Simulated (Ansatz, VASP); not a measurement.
## SnSe: VASP beside Ansatz

```
CELL_PARAMETERS angstrom
0.00000 3.01000 3.01000
3.01000 0.00000 3.01000
3.01000 3.01000 0.00000
ATOMIC_POSITIONS crystal
Sn 0.00000 0.00000 0.00000
Se 0.50000 0.50000 0.50000
```

Alike in both runs: task single point; functional PBE; k mesh 8 × 8 × 8; occupations gaussian, width 0.012 eV; no spin polarisation.

|  | VASP | Ansatz |
| --- | --- | --- |
| version | VASP 6.6.1 | Ansatz 0.2.0 |
| potentials or method | VASP PAW PBE potentials, release 64 (Sn_d, Se), cutoff 520 eV | all-electron LAPW, scalar-relativistic |

|  | VASP | Ansatz | Ansatz less VASP |
| --- | --- | --- | --- |
| gap on the k mesh at the Fermi level (eV) | 0.58 | 0.58 | 0.000 |
| least direct gap on the mesh (eV) | 0.58 | 0.58 | 0.000 |
| pressure (GPa) | 0.9 | 0.9 | +0.01 |

Ansatz ran all-electron here, and VASP with PAW potentials.
